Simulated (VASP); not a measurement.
Here is a VASP 6.6.1 calculation.

File INCAR:

```
SYSTEM = CdO
  PREC = Accurate
  ENCUT = 600
  EDIFF = 1E-6
  ISMEAR = -1
  SIGMA = 0.02
  LREAL = .False.
  LASPH = .True.
  NELM = 120
  ALGO = Normal
  ISIF = 2
  LWAVE = .False.
  LCHARG = .False.
  NBANDS = 16
  GGA_COMPAT = .False.
```

The input KPOINTS:

```
regular mesh
0
Gamma
  6 6 6
  0 0 0
```

POSCAR

```
CdO
1.0
    0.0000000000      2.3530013823      2.3530013823
    2.3530013823      0.0000000000      2.3530013823
    2.3530013823      2.3530013823      0.0000000000
Cd O
1 1
Direct
    0.0000000000      0.0000000000      0.0000000000
    0.5000000000      0.5000000000      0.5000000000
```

Potentials or basis: VASP PAW LDA potentials, release 64 (Cd, O).

The run is started by

```console
$ cat potpaw_LDA.64/Cd/POTCAR potpaw_LDA.64/O/POTCAR > POTCAR
$ mpirun -np 1 vasp_std > vasp.out
```

Task: What does it give for the pressure?

Result: -5.2 GPa.

Task: What does it give for the band gap on the k mesh?

Result: Zero (band 9 reaches 1.74 eV, above the bottom of band 10 at 1.22 eV).

Caveat: the k points lie up to 0.39 Å⁻¹ apart.
